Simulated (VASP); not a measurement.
SnO2, 6 atoms in the cell. The structure is tetragonal, space group P4_2/mnm (No. 136). Conventional cell: a = 4.492 Å, b = 4.492 Å, c = 3.089 Å, α = 90.00°, β = 90.00°, γ = 90.00°. Within 2.6 Å of Sn (site symmetry mmm) lie 6 O at 1.94 to 1.98 Å. O (site symmetry m2m) has 3 Sn at 1.94 to 1.98 Å and 1 O at 2.47 Å within 2.6 Å. 

- Program: VASP 6.6.1
- Task: relaxation of cell and atoms
- Functional: PBE
- Potentials or basis: VASP PAW PBE potentials, release 64 (Sn_d, O)
- Cutoff: 600 eV
- k mesh: 6 × 6 × 10
- Occupations: gaussian, width 0.02 eV
- Spin: no spin polarisation
- Target pressure: 50 GPa
- Dipole correction: no
- Further INCAR settings: ALGO = Normal; EDIFF = 1e-06; IBRION = 2; EDIFFG = -0.008; NSW = 70; ISIF = 3

Potentials or basis: VASP PAW PBE potentials, release 64 (Sn_d, O).

Run with:

```sh
$ cat potpaw_PBE.64/Sn_d/POTCAR potpaw_PBE.64/O/POTCAR > POTCAR
$ mpirun -np 1 vasp_std > vasp.out
```

Hardware: 1 thread of Intel(R) Xeon(R) Platinum 8259CL CPU @ 2.50GHz (Skylake/Cascade Lake) (shared host).

Q: Estimate the wall time of this run.

A: Wall time 8.3 min on 1 thread of Intel(R) Xeon(R) Platinum 8259CL CPU @ 2.50GHz (Skylake/Cascade Lake), on a shared host, peak memory 0.26 GiB. Counts: scf iterations 51, k points 60, ion steps 6.
